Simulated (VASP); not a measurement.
# Tl3HBr2 (P6/mmm) in VASP: further runs

Runs on Tl3HBr2. Level: PBE. Tasks: single point, relaxation of cell and atoms.

Program: VASP 6.6.1. These are calculated values, not measurements. Logs are shortened: lines on timing, memory, paths and dates and some standing lists are left out, and cuts for length are marked.

## (1) The cell of the first run

Symmetry: P6/mmm, No. 191, hexagonal system. Conventional cell: a = 8.021 Å, b = 8.021 Å, c = 4.670 Å, α = 90.00°, β = 90.00°, γ = 120.00°. Within 4.3 Å of Tl (site symmetry mmm) lie 4 Br at 3.29 Å and 4 Tl at 4.01 Å. Br (site symmetry -6m2) has 6 Tl at 3.29 Å within 4.3 Å.

## (2) Single point, PBE

The input, INCAR:

```
SYSTEM = Tl3HBr2
ALGO = Normal
EDIFF = 1E-6
ENCUT = 520
GGA = PE
ISIF = 2
ISMEAR = 0
LASPH = .TRUE.
LCHARG = .FALSE.
LREAL = .FALSE.
LWAVE = .FALSE.
NBANDS = 36
NELM = 80
PREC = Accurate
SIGMA = 0.1
```

The input, KPOINTS:

```
k-points
0
G
  3 3 4
  0 0 0
```

The input, POSCAR:

```
Tl3HBr2
1.0
    8.0212037905      0.0000000000      0.0000000000
   -4.0106018952      6.9465662515      0.0000000000
    0.0000000000      0.0000000000      4.6701289202
Tl H Br
3 1 2
Direct
    0.5000000000      0.5000000000      0.5000000000
    0.5000000000      0.0000000000      0.5000000000
    0.0000000000      0.5000000000      0.5000000000
    0.0000000000      0.0000000000      0.0000000000
    0.6666666667      0.3333333333      0.0000000000
    0.3333333333      0.6666666667      0.0000000000
```

Potentials or basis: VASP PAW PBE potentials, release 64 (Tl_d, H, Br).

On the command line:

```sh
$ cat potpaw_PBE.64/Tl_d/POTCAR potpaw_PBE.64/H/POTCAR potpaw_PBE.64/Br/POTCAR > POTCAR
$ mpirun -np 1 vasp_std > vasp.out
```

OUTCAR:

```text
SYSTEM = Tl3HBr2
   EDIFF = 1E-6
   ENCUT = 520
   GGA = PE
   ISIF = 2
   ISMEAR = 0
   LASPH = .TRUE.
   LREAL = .FALSE.
   NELM = 80
   PREC = Accurate

 ion  position               nearest neighbor table
   1  0.500  0.500  0.500-   5 3.29   6 3.29   5 3.29   6 3.29   2 4.01   2 4.01   3 4.01   3 4.01

   2  0.500  0.000  0.500-   5 3.29   6 3.29   5 3.29   6 3.29   1 4.01   1 4.01   3 4.01   3 4.01

   3  0.000  0.500  0.500-   5 3.29   6 3.29   5 3.29   6 3.29   1 4.01   1 4.01   2 4.01   2 4.01

   4  0.000  0.000  0.000-
   5  0.667  0.333  0.000-   2 3.29   2 3.29   3 3.29   3 3.29   1 3.29   1 3.29
   6  0.333  0.667  0.000-   2 3.29   2 3.29   3 3.29   3 3.29   1 3.29   1 3.29

  LATTYP: Found a hexagonal cell.
 ALAT       =     8.0212037905
 C/A-ratio  =     0.5822229483

  Lattice vectors:

 A1 = (   8.0212037905,   0.0000000000,   0.0000000000)
 A2 = (  -4.0106018952,   6.9465662515,   0.0000000000)
 A3 = (   0.0000000000,   0.0000000000,   4.6701289202)

Analysis of symmetry for initial positions (statically):
=====================================================================
 Subroutine PRICEL returns:
 Original cell was already a primitive cell.

 Routine SETGRP: Setting up the symmetry group for a
 hexagonal supercell.

 Subroutine GETGRP returns: Found 24 space group operations
 (whereof 24 operations were pure point group operations)
 out of a pool of 24 trial point group operations.

The static configuration has the point symmetry D_6h.

Analysis of symmetry for dynamics (positions and initial velocities):
=====================================================================
 Subroutine PRICEL returns:
 Original cell was already a primitive cell.

 Routine SETGRP: Setting up the symmetry group for a
 hexagonal supercell.

 Subroutine GETGRP returns: Found 24 space group operations
 (whereof 24 operations were pure point group operations)
 out of a pool of 24 trial point group operations.

The dynamic configuration has the point symmetry D_6h.

 Subroutine INISYM returns: Found 24 space group operations
 (whereof 24 operations are pure point group operations),
 and found     1 'primitive' translations

----------------------------------------------------------------------------------------

                                     Primitive cell

  volume of cell :     260.2188

  direct lattice vectors                    reciprocal lattice vectors
     8.021203790  0.000000000  0.000000000     0.124669567  0.071978008  0.000000000
    -4.010601895  6.946566252  0.000000000     0.000000000  0.143956016  0.000000000
     0.000000000  0.000000000  4.670128920     0.000000000  0.000000000  0.214126851

  length of vectors
     8.021203790  8.021203790  4.670128920     0.143956016  0.143956016  0.214126851

  position of ions in fractional coordinates (direct lattice)
     0.500000000  0.500000000  0.500000000
     0.500000000  0.000000000  0.500000000
     0.000000000  0.500000000  0.500000000
     0.000000000  0.000000000  0.000000000
     0.666666667  0.333333333  0.000000000
     0.333333333  0.666666667  0.000000000

  ion indices of the primitive-cell ions
   primitive index   ion index
                 1           1
                 2           2
                 3           3
                 4           4
                 5           5
                 6           6

----------------------------------------------------------------------------------------

 KPOINTS: k-points

Automatic generation of k-mesh.
 Grid dimensions read from file:
 generate k-points for:    3    3    4

 Generating k-lattice:

  Cartesian coordinates                     Fractional coordinates (reciprocal lattice)
     0.041556522  0.023992669  0.000000000     0.333333333  0.000000000  0.000000000
     0.000000000  0.047985339  0.000000000     0.000000000  0.333333333  0.000000000
     0.000000000  0.000000000  0.053531713     0.000000000  0.000000000  0.250000000

  Length of vectors
     0.047985339  0.047985339  0.053531713

  Shift w.r.t. Gamma in fractional coordinates (k-lattice)
     0.000000000  0.000000000  0.000000000

 Subroutine IBZKPT returns following result:
 ===========================================

 Found      9 irreducible k-points:

 Following reciprocal coordinates:
            Coordinates               Weight
  0.000000  0.000000  0.000000      1.000000
  0.333333  0.000000  0.000000      6.000000
  0.333333  0.333333  0.000000      2.000000
  0.000000  0.000000  0.250000      2.000000
  0.333333  0.000000  0.250000     12.000000
  0.333333  0.333333  0.250000      4.000000
  0.000000  0.000000  0.500000      1.000000
  0.333333  0.000000  0.500000      6.000000
  0.333333  0.333333  0.500000      2.000000
   k-points           NKPTS =      9   k-points in BZ     NKDIM =      9   number of bands    NBANDS=     36
   number of dos      NEDOS =    301   number of ions     NIONS =      6
   total plane-waves  NPLWV = 129600
   dimension x,y,z NGX =    60 NGY =   60 NGZ =   36
   dimension x,y,z NGXF=   120 NGYF=  120 NGZF=   72
   ions per type =               3   1   2
   NGX,Y,Z   is equivalent  to a cutoff of  12.44, 12.44, 12.82 a.u.
   NGXF,Y,Z  is equivalent  to a cutoff of  24.87, 24.87, 25.63 a.u.
 SYSTEM =  Tl3HBr2
   PREC   = accura    normal or accurate (medium, high low for compatibility)
   ISTART =      0    job   : 0-new  1-cont  2-samecut
   ICHARG =      2    charge: 1-file 2-atom 10-const
   ISPIN  =      1    spin polarized calculation?
   LNONCOLLINEAR =      F non collinear calculations
   LSORBIT =      F    spin-orbit coupling
   LASPH  =      T    aspherical Exc in radial PAW
   ENCUT  =  520.0 eV  38.22 Ry    6.18 a.u.  14.91 14.91  8.68*2*pi/ulx,y,z
   NELM   =     80;   NELMIN=  2; NELMDL= -5     # of ELM steps
   EDIFF  = 0.1E-05   stopping-criterion for ELM
   LREAL  =      F    real-space projection
   EDIFFG = 0.1E-04   stopping-criterion for IOM
   NSW    =      0    number of steps for IOM
   IBRION =     -1    ionic relax: 0-MD 1-quasi-New 2-CG
   NFREE  =      0    steps in history (QN), initial steepest desc. (CG)
   ISIF   =      2    stress and relaxation
   ISYM   =      2    0-nonsym 1-usesym 2-fastsym
   POTIM  = 0.5000    time-step for ionic-motion
   TEBEG  =    0.0;   TEEND  =   0.0 temperature during run
   PSTRESS=    0.0 pullay stress
   NELECT =      54.0000    total number of electrons
   NUPDOWN=      -1.0000    fix difference up-down
   EMIN   =  10.00;   EMAX   =-10.00  energy-range for DOS
   EFERMI =   0.00;   METHOD = LEGACY
   ISMEAR =     0;   SIGMA  =   0.10  broadening in eV -4-tet -1-fermi 0-gaus
   EFERMI_NEDOS =   21; number of points for ismear=-14 and -15
   IALGO  =     38    algorithm
   IMIX   =      4    mixing-type and parameters
     AMIX     =   0.40;   BMIX     =  1.00
     AMIX_MAG =   1.60;   BMIX_MAG =  1.00
  volume/ion in A,a.u.               =      43.37       292.67
  Fermi-wavevector in a.u.,A,eV,Ry     =   0.969229  1.831578 12.781388  0.939406
  Thomas-Fermi vector in A             =   2.099265
   LORBIT       =      0    0 simple, 1 ext, 2 COOP (PROOUT), +10 PAW based schemes
   GGA     = PE    functional components
   LHFCALC =     F    Hartree Fock is set to
   AEXX    =    0.0000 exact exchange contribution
   IVDW    =     0    specifies the selected vdW correction
   LEPSILON=     F    determine dielectric tensor
   LRPA    =     F    only Hartree local field effects (RPA)
 non-spin polarized calculation
 Gauss-broadening in eV      SIGMA  =   0.10
  energy-cutoff  :      520.00
  volume of cell :      260.22
 maximum number of plane-waves:      7029
 NGX is ok and might be reduce to    60
   NGX = 29   NGY = 29   NGZ = 17

 number of electron      53.9999985 magnetization

 Free energy of the ion-electron system (eV)
  ---------------------------------------------------
  ext. energy  EPLUGINS =         0.00000000
  ---------------------------------------------------
  free energy    TOTEN  =       -13.74325191 eV

  energy without entropy =      -13.73721128  energy(sigma->0) =      -13.74023160

 E-fermi :   1.4031     XC(G=0):  -6.8804

 val. band max:        1.3602856750   @ k =   0.3333   0.3333   0.5000
 cond. band min:       1.6192153283   @ k =   0.0000   0.0000   0.5000
 fundamental gap:      0.2589296533
 Fermi energy:         1.4031482449

 k-point     1 :       0.0000    0.0000    0.0000
  band No.  band energies     occupation
      1     -14.4629      2.00000
      2     -14.3325      2.00000
      3     -10.9503      2.00000
      4     -10.9503      2.00000
      5     -10.9328      2.00000
      6     -10.9080      2.00000
[... 28 lines left out ...]
     35       5.9117      0.00000
     36       5.9802      0.00000

 k-point     2 :       0.3333    0.0000    0.0000
  band No.  band energies     occupation
      1     -14.4360      2.00000
      2     -14.3607      2.00000
      3     -10.9473      2.00000
      4     -10.9143      2.00000
      5     -10.9033      2.00000
      6     -10.8877      2.00000
[... 28 lines left out ...]
     35       5.1183      0.00000
     36       6.0082      0.00000

 k-point     3 :       0.3333    0.3333    0.0000
  band No.  band energies     occupation
      1     -14.3987      2.00000
      2     -14.3987      2.00000
      3     -10.9343      2.00000
      4     -10.8914      2.00000
      5     -10.8914      2.00000
      6     -10.8705      2.00000
[... 28 lines left out ...]
     35       4.7051      0.00000
     36       5.6765      0.00000
[... 157 lines left out ...]
 k-point     8 :       0.3333    0.0000    0.5000
  band No.  band energies     occupation
      1     -14.3554      2.00000
      2     -14.3469      2.00000
      3     -10.9527      2.00000
      4     -10.9330      2.00000
      5     -10.9113      2.00000
      6     -10.8733      2.00000
[... 28 lines left out ...]
     35       4.4691      0.00000
     36       5.4203      0.00000

 k-point     9 :       0.3333    0.3333    0.5000
  band No.  band energies     occupation
      1     -14.3512      2.00000
      2     -14.3512      2.00000
      3     -10.9312      2.00000
      4     -10.9105      2.00000
      5     -10.9105      2.00000
      6     -10.8702      2.00000
[... 28 lines left out ...]
     35       4.6392      0.00000
     36       4.6392      0.00000

------------------------ aborting loop because EDIFF is reached ----------------------------------------

  FORCE on cell =-STRESS in cart. coord.  units (eV):
  Direction    XX          YY          ZZ          XY          YZ          ZX
  --------------------------------------------------------------------------------------
  -------------------------------------------------------------------------------------
  Total       -0.0562426     -0.0562426     -0.2971057     -0.0000000      0.0000000      0.0000000
  in kB       -0.3462877     -0.3462877     -1.8292914     -0.0000000      0.0000000      0.0000000
  external PRESSURE =      -0.8406223 kB  Pullay stress =       0.0000000 kB

 VOLUME and BASIS-vectors are now :
 -----------------------------------------------------------------------------
  energy-cutoff  :      520.00
  volume of cell :      260.22
      direct lattice vectors                 reciprocal lattice vectors
     8.021203790  0.000000000  0.000000000     0.124669567  0.071978008  0.000000000
    -4.010601895  6.946566252  0.000000000     0.000000000  0.143956016  0.000000000
     0.000000000  0.000000000  4.670128920     0.000000000  0.000000000  0.214126851

 POSITION                                       TOTAL-FORCE (eV/Angst)
 -----------------------------------------------------------------------------------
      2.00530      3.47328      2.33506        -0.000000      0.000000      0.000000
      4.01060      0.00000      2.33506        -0.000000      0.000000      0.000000
     -2.00530      3.47328      2.33506        -0.000000      0.000000      0.000000
      0.00000      0.00000      0.00000        -0.000000      0.000000      0.000000
      4.01060      2.31552      0.00000         0.000000     -0.000000      0.000000
     -0.00000      4.63104      0.00000        -0.000000      0.000000      0.000000
 -----------------------------------------------------------------------------------
    total drift:                                0.000000      0.000000      0.000000

  FREE ENERGIE OF THE ION-ELECTRON SYSTEM (eV)
  ---------------------------------------------------
  free  energy   TOTEN  =       -13.7432519120 eV

  energy  without entropy=      -13.7372112784  energy(sigma->0) =      -13.74023160
```

Run time: 1.7 min. Hardware: 1 thread of Intel Xeon Platinum 8488C (Sapphire Rapids), shared host; peak memory 0.38 GiB.

Results:

| Quantity | Value |
| --- | --- |
| Free energy | -13.7433 eV |
| Pressure | -0.1 GPa |
| Band gap on the k mesh | zero (band 27 reaches 1.36 eV, above the bottom of band 28 at 1.09 eV) |

Caveat: spin-orbit coupling is left out, which moves the levels of the heavy elements.

(Continued in part 2 of 2.)
